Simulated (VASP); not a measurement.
# Hf4F3 (P-3m1) in VASP: further runs, part 2 of 2

VASP 6.6.1. Earlier steps stand in the parts before.

## Step 3: Single point, PBE

This run uses another cell than the first one, of 17.64 Å³/atom.

Input file INCAR:

```
SYSTEM = Hf4F3
PREC = Accurate ; ENCUT = 520
EDIFF = 1E-6 ; ISMEAR = 0
SIGMA = 0.2 ; LREAL = .FALSE.
LASPH = .TRUE. ; NELM = 100
ALGO = Normal ; ISIF = 2
LWAVE = .FALSE. ; LCHARG = .TRUE.
GGA = PE ; LELF = .TRUE.
LVHAR = .TRUE. ; NBANDS = 40
```

Input file KPOINTS:

```
regular mesh
0
G
  6 6 2
  0 0 0
```

Input file POSCAR:

```
Hf4F3
1.0
    3.1803995592      0.0000000000      0.0000000000
   -1.5901997796      2.7543068125      0.0000000000
    0.0000000000      0.0000000000     14.0944490872
Hf F
4 3
Direct
    0.6666666667      0.3333333333      0.8711310183
    0.3333333333      0.6666666667      0.1288689817
    0.6666666667      0.3333333333      0.2983197315
    0.3333333333      0.6666666667      0.7016802685
    0.0000000000      0.0000000000      0.0000000000
    0.3333333333      0.6666666667      0.3972813256
    0.6666666667      0.3333333333      0.6027186744
```

Potentials or basis: VASP PAW PBE potentials, release 64 (Hf_pv, F).

Run with:

```console
$ cat potpaw_PBE.64/Hf_pv/POTCAR potpaw_PBE.64/F/POTCAR > POTCAR
$ mpirun -np 1 vasp_std > vasp.out
```

OUTCAR:

```text
SYSTEM = Hf4F3
   PREC = Accurate
   ENCUT = 520
   EDIFF = 1E-6
   ISMEAR = 0
   LREAL = .FALSE.
   LASPH = .TRUE.
   NELM = 100
   ISIF = 2
   GGA = PE

 ion  position               nearest neighbor table
   1  0.667  0.333  0.871-   5 2.58   5 2.58   5 2.58   4 3.01   4 3.01   4 3.01
   2  0.333  0.667  0.129-   5 2.58   5 2.58   5 2.58   3 3.01   3 3.01   3 3.01
   3  0.667  0.333  0.298-   6 2.31   6 2.31   6 2.31   2 3.01   2 3.01   2 3.01
   4  0.333  0.667  0.702-   7 2.31   7 2.31   7 2.31   1 3.01   1 3.01   1 3.01
[... 803 lines left out ...]
  Total       -0.9265864     -0.9265864     -1.2397724     -0.0000000      0.0000000      0.0000000
  in kB      -12.0241504    -12.0241504    -16.0883109     -0.0000000      0.0000000      0.0000000
  external PRESSURE =     -13.3788706 kB  Pullay stress =       0.0000000 kB

 VOLUME and BASIS-vectors are now :
 -----------------------------------------------------------------------------
  energy-cutoff  :      520.00
  volume of cell :      123.46
      direct lattice vectors                 reciprocal lattice vectors
     3.180399559  0.000000000  0.000000000     0.314425902  0.181533879  0.000000000
    -1.590199780  2.754306812  0.000000000     0.000000000  0.363067758  0.000000000
     0.000000000  0.000000000 14.094449087     0.000000000  0.000000000  0.070949918

 POSITION                                       TOTAL-FORCE (eV/Angst)
 -----------------------------------------------------------------------------------
      1.59020      0.91810     12.27811         0.000000     -0.000000      0.086534
     -0.00000      1.83620      1.81634        -0.000000     -0.000000     -0.086534
      1.59020      0.91810      4.20465         0.000000     -0.000000      0.046382
     -0.00000      1.83620      9.88980         0.000000     -0.000000     -0.046382
      0.00000      0.00000      0.00000         0.000000     -0.000000      0.000000
     -0.00000      1.83620      5.59946        -0.000000      0.000000     -0.110461
      1.59020      0.91810      8.49499         0.000000     -0.000000      0.110461
 -----------------------------------------------------------------------------------
    total drift:                               -0.000000      0.000000      0.000000

  FREE ENERGIE OF THE ION-ELECTRON SYSTEM (eV)
  ---------------------------------------------------
  free  energy   TOTEN  =       -56.6522637600 eV

  energy  without entropy=      -56.5386749176  energy(sigma->0) =      -56.59546934
```

Run time: 52 s. Hardware: 1 thread of Intel Xeon 6975P-C (Granite Rapids), shared host; peak memory 0.25 GiB.

Results:

```
Free energy            : -56.6523 eV
Pressure               : -1.3 GPa
Largest force          : 0.110 eV/Å
Band gap on the k mesh : zero (an odd number of electrons rules out a gap without spin polarisation)
```

Forces on the atoms (eV/Å):
```
Hf   0.000  0.000  0.087
Hf   0.000  0.000 -0.087
Hf   0.000  0.000  0.046
Hf   0.000  0.000 -0.046
F    0.000  0.000  0.000
F    0.000  0.000 -0.110
F    0.000  0.000  0.110
```

Caveat: the k points lie up to 0.38 Å⁻¹ apart, too coarse for converged energies and pressures of a metal; spin-orbit coupling is left out, which moves the levels of the heavy elements; an odd number of electrons without spin polarisation forces a metal; a magnetic or distorted state may lie lower.

## Step 4: Relaxation of cell and atoms, PBE

This run uses another cell than the first one, of 15.39 Å³/atom.

Input file INCAR:

```
SYSTEM = Hf4F3
  PREC = Accurate
  ENCUT = 600
  EDIFF = 1E-6
  ISMEAR = 0
  SIGMA = 0.2
  LREAL = .FALSE.
  LASPH = .TRUE.
  NELM = 100
  ALGO = Normal
  ISIF = 3
  LWAVE = .FALSE.
  LCHARG = .FALSE.
  GGA = PE
  IBRION = 2
  NSW = 36
  EDIFFG = -0.08
```

KPOINTS is that of step 3.

Input file POSCAR:

```
Hf4F3
1.0
    3.2000000000      0.0000000000      0.0000000000
   -1.6000000000      2.7712812900      0.0000000000
    0.0000000000      0.0000000000     12.1500000000
Hf F
4 3
Direct
    0.6666666700      0.3333333300      0.8900000000
    0.3333333300      0.6666666700      0.1100000000
    0.6666666700      0.3333333300      0.3100000000
    0.3333333300      0.6666666700      0.6900000000
    0.0000000000      0.0000000000      0.0000000000
    0.3333333300      0.6666666700      0.4100000000
    0.6666666700      0.3333333300      0.5900000000
```

Run with:

```console
$ cat potpaw_PBE.64/Hf_pv/POTCAR potpaw_PBE.64/F/POTCAR > POTCAR
$ mpirun -np 1 vasp_std > vasp.out
```

Wall time 5.9 min (1 thread of Intel Xeon 6975P-C (Granite Rapids), shared host); peak memory 0.3 GiB.

The run converged. Its results:

* Free energy: -56.6489 eV
* Relaxed volume: 16.86 Å³/atom
* Relaxed cell: a = 3.185 Å, b = 3.185 Å, c = 13.434 Å, α = 90.00°, β = 90.00°, γ = 120.00°
* Space group after relaxing (to 0.1 Å): P-3m1 (No. 164)
* Energy gained by relaxing: 96.5 meV/atom
* Ionic steps: 10
* Pressure after relaxing: -0.2 GPa
* Largest force after relaxing: 0.073 eV/Å
* Band gap on the k mesh: zero (an odd number of electrons rules out a gap without spin polarisation)

Forces on the atoms (eV/Å):
```
Hf   0.000  0.000  0.060
Hf   0.000  0.000 -0.060
Hf   0.000  0.000  0.058
Hf   0.000  0.000 -0.058
F    0.000  0.000  0.000
F    0.000  0.000 -0.073
F    0.000  0.000  0.073
```

Stress tensor (GPa, compression positive):
```
-0.37  0.00  0.00
 0.00 -0.37  0.00
 0.00  0.00  0.15
```

The path:
```tsv
step	energy change (eV)	largest force (eV/Å)	pressure (GPa)	volume (Å³)
1	0.0000	1.5349	9.91	107.75
2	-0.2680	1.0373	-7.51	123.27
3	-0.4594	0.8057	-1.90	116.68
4	-0.5592	0.4253	-0.15	115.18
5	-0.5855	0.5589	1.48	113.96
6	-0.6469	0.2359	0.27	115.68
7	-0.6610	0.2719	-0.47	116.94
8	-0.6721	0.1334	0.54	116.61
9	-0.6724	0.1256	0.75	116.54
10	-0.6758	0.0735	-0.19	117.99
```

Final structure:
```yaml
crystal:
  lattice:
    - [3.18454, 0.00000, 0.00000]
    - [-1.59227, 2.75789, 0.00000]
    - [0.00000, 0.00000, 13.43399]
  atoms:
    - { symbol: Hf, position: [0.66667, 0.33333, 0.87142] }
    - { symbol: Hf, position: [0.33333, 0.66667, 0.12858] }
    - { symbol: Hf, position: [0.66667, 0.33333, 0.30608] }
    - { symbol: Hf, position: [0.33333, 0.66667, 0.69392] }
    - { symbol: F, position: [0.00000, 0.00000, 0.00000] }
    - { symbol: F, position: [0.33333, 0.66667, 0.40910] }
    - { symbol: F, position: [0.66667, 0.33333, 0.59090] }
```

Levels at points of the mesh, in eV from the Fermi level:
```
           k point  band 27  band 28  band 29  band 30  band 31  band 32  band 33  band 34
(0.00, 0.00, 0.00)    -3.12    -2.65    -0.23     0.68     0.68     0.92     0.96     0.96
(0.50, 0.00, 0.00)    -2.27    -2.07    -1.89    -1.72    -0.10     0.72     1.46     1.61
(0.00, 0.00, 0.50)    -2.85    -2.84    -0.20     0.68     0.68     0.95     0.95     0.97
(0.50, 0.00, 0.50)    -2.23    -2.12    -1.87    -1.74    -0.08     0.70     1.46     1.61
```

Caveat: the k points lie up to 0.38 Å⁻¹ apart in the final cell, too coarse for converged energies and pressures of a metal; spin-orbit coupling is left out, which moves the levels of the heavy elements; an odd number of electrons without spin polarisation forces a metal; a magnetic or distorted state may lie lower; the relaxation stopped at a loose force limit of 0.08 eV/Å, so its end isn't a converged minimum.

## Step 5: The runs side by side

```tsv
task	cell	cutoff (eV)	gap on the mesh (eV)	pressure (GPa)	largest force (eV/Å)
single point	a = 3.187, b = 3.187, c = 13.765 Å, angles 90.0, 90.0, 120.0°, 7 atoms, atomic positions A	520	none	-1.1	0.14
single point	a = 3.180, b = 3.180, c = 14.094 Å, angles 90.0, 90.0, 120.0°, 7 atoms, atomic positions B	520	none	-1.3	0.11
relaxation of cell and atoms	relaxed from a = 3.200, b = 3.200, c = 12.150 Å, angles 90.0, 90.0, 120.0°, 7 atoms, atomic positions C	600	none	-0.2	0.07
```

Alike in all rows: level PBE; potentials or basis VASP PAW PBE potentials, release 64 (Hf_pv, F); no spin polarisation; k mesh 6 × 6 × 2; smearing gaussian 0.2 eV.

Caveats: all runs use coarse meshes; spin-orbit coupling is left out, which moves the levels of the heavy elements; an odd number of electrons without spin polarisation forces a metal; a magnetic or distorted state may lie lower; the relaxation stopped at a loose force limit of 0.08 eV/Å, so its end isn't a converged minimum (at least some runs).

Total energies depend on the potentials used, so only differences within one code and one set of settings carry meaning.
